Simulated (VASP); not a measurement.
Here is a VASP 6.6.1 calculation.

Contents of INCAR:

```
ALGO = Normal
EDIFF = 1E-8
ENCUT = 400
GGA = PE
GGA_COMPAT = False
ISIF = 2
ISMEAR = -1
LASPH = True
LCHARG = False
LEFG = True
LREAL = False
LWAVE = False
NBANDS = 17
NELM = 120
PREC = Accurate
SIGMA = 0.05
```

Contents of KPOINTS:

```
k-points
0
Gamma
  13 13 7
```

POSCAR

```
Hf
1.0
    3.1966985242      0.0000000000      0.0000000000
   -1.5983492621      2.7684221302      0.0000000000
    0.0000000000      0.0000000000      5.1589560000
Hf
2
Direct
    0.3333333333      0.6666666667      0.2500000000
    0.6666666667      0.3333333333      0.7500000000
```

Potentials or basis: VASP PAW PBE potentials, release 64 (Hf_pv).

The run is started by

```sh
$ cat potpaw_PBE.64/Hf_pv/POTCAR > POTCAR
$ mpirun -np 1 vasp_std > vasp.out
```

Q: What does it give for the band gap on the k mesh?

A: Zero (bands 10 and 11 overlap by 1.60 eV).

Q: Estimate the pressure.

A: -1.9 GPa.

Electric field gradients, principal values (V/Å²):
```
atom    least   middle  greatest (by size)
1 Hf  -28.953  -28.954              57.907
2 Hf  -28.953  -28.954              57.907
```

Caveat: the cell differs from its parent crystal (zz strain of +2 %); without QUAD_EFG the Cq values of the log hold for a quadrupole moment of 1 mb, not for the nuclei; spin-orbit coupling is left out, which moves the levels of the heavy elements.
